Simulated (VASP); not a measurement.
# SiC (P6_3mc) in VASP: further runs

SiC is run at these levels: PBEsol; tasks: single point.

All numbers are computed with VASP 6.6.1; they aren't measurements. Logs are shortened: lines on timing, memory, paths and dates and some standing lists are left out, and cuts for length are marked.

## 1. The cell of the first run

Symmetry: P6_3mc, No. 186, hexagonal system. Conventional cell: a = 3.014 Å, b = 3.014 Å, c = 5.070 Å, α = 90.00°, β = 90.00°, γ = 120.00°. Si (site symmetry 3m) has 4 C at 1.86 to 1.89 Å within 2.5 Å. C (site symmetry 3m) has 4 Si at 1.86 to 1.89 Å within 2.5 Å.

## 2. Single point, PBEsol (in-plane strain -0.02, then relaxed in part)

Contents of INCAR:

```
SYSTEM = SiC
PREC = Accurate ; ENCUT = 520
EDIFF = 1E-7 ; ISMEAR = 0
SIGMA = 0.01 ; LREAL = .FALSE.
LASPH = .TRUE. ; NELM = 100
ALGO = Normal ; ISIF = 2
LWAVE = .FALSE. ; LCHARG = .FALSE.
GGA = PS ; NBANDS = 16
```

Contents of KPOINTS:

```
regular mesh
0
G
  8 8 6
  0 0 0
```

Contents of POSCAR:

```
SiC
1.0
    3.0142565176      0.0000000000      0.0000000000
   -1.5071282588      2.6104227178      0.0000000000
    0.0000000000      0.0000000000      5.0703229843
Si C
2 2
Direct
    0.3333333333      0.6666666667      0.0060978797
    0.6666666667      0.3333333333      0.5060978797
    0.3333333333      0.6666666667      0.3789021203
    0.6666666667      0.3333333333      0.8789021203
```

Potentials or basis: VASP PAW PBE potentials, release 64 (Si, C).

On the command line:

```console
$ cat potpaw_PBE.64/Si/POTCAR potpaw_PBE.64/C/POTCAR > POTCAR
$ mpirun -np 1 vasp_std > vasp.out
```

OUTCAR:

```text
SYSTEM = SiC
   PREC = Accurate
   ENCUT = 520
   EDIFF = 1E-7
   ISMEAR = 0
   LREAL = .FALSE.
   LASPH = .TRUE.
   NELM = 100
   ISIF = 2
   GGA = PS

 ion  position               nearest neighbor table
   1  0.333  0.667  0.006-   4 1.86   4 1.86   4 1.86   3 1.89   2 3.07   2 3.07   2 3.07   2 3.07
                             2 3.07   2 3.07
   2  0.667  0.333  0.506-   3 1.86   3 1.86   3 1.86   4 1.89   1 3.07   1 3.07   1 3.07   1 3.07
                             1 3.07   1 3.07
   3  0.333  0.667  0.379-   2 1.86   2 1.86   2 1.86   1 1.89
   4  0.667  0.333  0.879-   1 1.86   1 1.86   1 1.86   2 1.89

  LATTYP: Found a hexagonal cell.
 ALAT       =     3.0142565176
 C/A-ratio  =     1.6821139656

  Lattice vectors:

 A1 = (   3.0142565176,   0.0000000000,   0.0000000000)
 A2 = (  -1.5071282588,   2.6104227178,   0.0000000000)
 A3 = (   0.0000000000,   0.0000000000,   5.0703229843)

Analysis of symmetry for initial positions (statically):
=====================================================================
 Subroutine PRICEL returns:
 Original cell was already a primitive cell.

 Routine SETGRP: Setting up the symmetry group for a
 hexagonal supercell.

 Subroutine GETGRP returns: Found 12 space group operations
 (whereof  6 operations were pure point group operations)
 out of a pool of 24 trial point group operations.

The static configuration has the point symmetry C_3v.
 The point group associated with its full space group is C_6v.

Analysis of symmetry for dynamics (positions and initial velocities):
=====================================================================
 Subroutine PRICEL returns:
 Original cell was already a primitive cell.

 Routine SETGRP: Setting up the symmetry group for a
 hexagonal supercell.

 Subroutine GETGRP returns: Found 12 space group operations
 (whereof  6 operations were pure point group operations)
 out of a pool of 24 trial point group operations.

The dynamic configuration has the point symmetry C_3v.
 The point group associated with its full space group is C_6v.

 Subroutine INISYM returns: Found 12 space group operations
 (whereof  6 operations are pure point group operations),
 and found     1 'primitive' translations

----------------------------------------------------------------------------------------

                                     Primitive cell

  volume of cell :      39.8958

  direct lattice vectors                    reciprocal lattice vectors
     3.014256518  0.000000000  0.000000000     0.331756768  0.191539859  0.000000000
[... 96 lines left out ...]
   ISIF   =      2    stress and relaxation
   ISYM   =      2    0-nonsym 1-usesym 2-fastsym
   POTIM  = 0.5000    time-step for ionic-motion
   TEBEG  =    0.0;   TEEND  =   0.0 temperature during run
   PSTRESS=    0.0 pullay stress
   NELECT =      16.0000    total number of electrons
   NUPDOWN=      -1.0000    fix difference up-down
   EMIN   =  10.00;   EMAX   =-10.00  energy-range for DOS
   EFERMI =   0.00;   METHOD = LEGACY
   ISMEAR =     0;   SIGMA  =   0.01  broadening in eV -4-tet -1-fermi 0-gaus
   EFERMI_NEDOS =   21; number of points for ismear=-14 and -15
   IALGO  =     38    algorithm
   IMIX   =      4    mixing-type and parameters
     AMIX     =   0.40;   BMIX     =  1.00
     AMIX_MAG =   1.60;   BMIX_MAG =  1.00
  volume/ion in A,a.u.               =       9.97        67.31
  Fermi-wavevector in a.u.,A,eV,Ry     =   1.207274  2.281418 19.830642  1.457511
  Thomas-Fermi vector in A             =   2.342917
   LORBIT       =      0    0 simple, 1 ext, 2 COOP (PROOUT), +10 PAW based schemes
   GGA     = PS    functional components
   LHFCALC =     F    Hartree Fock is set to
   AEXX    =    0.0000 exact exchange contribution
   IVDW    =     0    specifies the selected vdW correction
   LEPSILON=     F    determine dielectric tensor
   LRPA    =     F    only Hartree local field effects (RPA)
 non-spin polarized calculation
 Gauss-broadening in eV      SIGMA  =   0.01
  energy-cutoff  :      520.00
  volume of cell :       39.90
 maximum number of plane-waves:      1099
 NGX is ok and might be reduce to    24
   NGX = 11   NGY = 11   NGZ = 19

 number of electron      15.9999998 magnetization

 Free energy of the ion-electron system (eV)
  ---------------------------------------------------
  ext. energy  EPLUGINS =         0.00000000
  ---------------------------------------------------
  free energy    TOTEN  =       -31.75163656 eV

  energy without entropy =      -31.75163656  energy(sigma->0) =      -31.75163656

 E-fermi :   8.8242     XC(G=0): -11.6579

 val. band max:        8.7060420169   @ k =   0.0000   0.0000   0.0000
 cond. band min:      10.8161860437   @ k =   0.3750   0.2500   0.0000
 fundamental gap:      2.1101440268
 Fermi energy:         8.8241909218

 k-point     1 :       0.0000    0.0000    0.0000
  band No.  band energies     occupation
      1      -7.2565      2.00000
      2      -3.6993      2.00000
      3      -0.4397      2.00000
      4       7.4772      2.00000
      5       7.4772      2.00000
      6       8.3102      2.00000
[... 433 lines left out ...]
      3       0.9513      2.00000
      4       2.1960      2.00000
      5       4.3300      2.00000
      6       5.9790      2.00000
[... 8 lines left out ...]
     15      20.5618      0.00000
     16      20.8944      0.00000

 [... further k-points ...]

------------------------ aborting loop because EDIFF is reached ----------------------------------------

  FORCE on cell =-STRESS in cart. coord.  units (eV):
  Direction    XX          YY          ZZ          XY          YZ          ZX
  --------------------------------------------------------------------------------------
  -------------------------------------------------------------------------------------
  Total        3.3640386      3.3640386      0.0699197      0.0000000      0.0000000      0.0000000
  in kB      135.0967428    135.0967428      2.8079125      0.0000000      0.0000000      0.0000000
  external PRESSURE =      91.0004660 kB  Pullay stress =       0.0000000 kB

 VOLUME and BASIS-vectors are now :
 -----------------------------------------------------------------------------
  energy-cutoff  :      520.00
  volume of cell :       39.90
      direct lattice vectors                 reciprocal lattice vectors
     3.014256518  0.000000000  0.000000000     0.331756768  0.191539859  0.000000000
    -1.507128259  2.610422718  0.000000000     0.000000000  0.383079719  0.000000000
     0.000000000  0.000000000  5.070322984     0.000000000  0.000000000  0.197226094

 POSITION                                       TOTAL-FORCE (eV/Angst)
 -----------------------------------------------------------------------------------
     -0.00000      1.74028      0.03092        -0.000000     -0.000000      0.003455
      1.50713      0.87014      2.56608         0.000000      0.000000      0.003455
     -0.00000      1.74028      1.92116         0.000000     -0.000000     -0.003455
      1.50713      0.87014      4.45632        -0.000000      0.000000     -0.003455
 -----------------------------------------------------------------------------------
    total drift:                               -0.000000      0.000000     -0.000279

  FREE ENERGIE OF THE ION-ELECTRON SYSTEM (eV)
  ---------------------------------------------------
  free  energy   TOTEN  =       -31.7516365555 eV

  energy  without entropy=      -31.7516365555  energy(sigma->0) =      -31.75163656
```

stdout:

```text
POSCAR found type information on POSCAR SiC
 POSCAR found :  2 types and       4 ions
 scaLAPACK will be used
 -----------------------------------------------------------------------------
|                                                                             |
|                                                                             |
|     You enforced a specific xc type in the INCAR file but a different       |
|     I HOPE YOU KNOW WHAT YOU ARE DOING!                                     |
|                                                                             |
 -----------------------------------------------------------------------------

 LDA part: xc-table for (Slater+PW92), standard interpolation
 POSCAR, INCAR and KPOINTS ok, starting setup
 FFT: planning ... GRIDC
 FFT: planning ... GRID_SOFT
 FFT: planning ... GRID
 WAVECAR not read
 entering main loop
```

Run time: 18 s. Hardware: 1 thread of Intel Xeon 6975P-C, shared host; peak memory 0.16 GiB.

What came out:

```
Free energy            : -31.7516 eV
Pressure               : 9.1 GPa
Largest force          : 0.003 eV/Å
Band gap on the k mesh : 2.11 eV, indirect (least direct gap 4.11 eV)
```

Forces on the atoms (eV/Å):
```
Si   0.000  0.000  0.003
Si   0.000  0.000  0.003
C    0.000  0.000 -0.003
C    0.000  0.000 -0.003
```

Caveat: the cell differs from its parent crystal (in-plane strain -0.02, then relaxed in part); the PAW data sets were made with another functional, which shifts forces and pressure a little. A k mesh can miss the band edges.

## 3. Single point, PBEsol (in-plane strain -0.02)

Contents of INCAR:

```
SYSTEM = SiC
PREC = Accurate
ENCUT = 520
EDIFF = 1E-6
ISMEAR = 0
SIGMA = 0.01
LREAL = .FALSE.
LASPH = .TRUE.
NELM = 100
ALGO = Normal
ISIF = 2
LWAVE = .FALSE.
LCHARG = .FALSE.
GGA = PS
NBANDS = 16
```

Contents of KPOINTS:

```
Automatic mesh
0
G
  8 8 6
  0 0 0
```

Contents of POSCAR:

```
SiC
1.0
    3.0142565176      0.0000000000      0.0000000000
   -1.5071282588      2.6104227178      0.0000000000
    0.0000000000      0.0000000000      5.1081016810
Si C
2 2
Direct
    0.3333333333      0.6666666667      0.0045931152
    0.6666666667      0.3333333333      0.5045931152
    0.3333333333      0.6666666667      0.3804068848
    0.6666666667      0.3333333333      0.8804068848
```

Potentials or basis: VASP PAW PBE potentials, release 64 (Si, C).

On the command line:

```console
$ cat potpaw_PBE.64/Si/POTCAR potpaw_PBE.64/C/POTCAR > POTCAR
$ mpirun -np 1 vasp_std > vasp.out
```

Wall time 14 s (1 thread of Intel Xeon 6975P-C, shared host); peak memory 0.16 GiB.

The run converged. Its results:

- Free energy: -31.7417 eV
- Pressure: 7.6 GPa
- Largest force: 0.338 eV/Å
- Band gap on the k mesh: 2.21 eV, indirect (least direct gap 4.20 eV)

Forces on the atoms (eV/Å):
```
Si   0.000  0.000  0.338
Si   0.000  0.000  0.338
C    0.000  0.000 -0.338
C    0.000  0.000 -0.338
```

Stress tensor (GPa, compression positive):
```
13.92  0.00  0.00
 0.00 13.92  0.00
 0.00  0.00 -5.18
```

Levels at points of the mesh, in eV from the valence-band top:
```tsv
k point	band 5	band 6	band 7	band 8	band 9	band 10	band 11	band 12
(0.00, 0.00, 0.00)	-1.18	-0.31	0.00	0.00	5.46	5.72	6.99	6.99
(0.50, 0.00, 0.00)	-5.57	-3.44	-3.28	-1.30	2.90	3.91	7.01	7.26
(0.00, 0.00, 0.50)	-0.63	-0.63	-0.63	-0.63	6.40	6.40	7.63	7.63
(0.50, 0.00, 0.50)	-2.55	-2.55	-2.45	-2.45	3.07	3.07	5.14	5.14
```

Caveat: the cell differs from its parent crystal (in-plane strain -0.02); the PAW data sets were made with another functional, which shifts forces and pressure a little. A k mesh can miss the band edges.
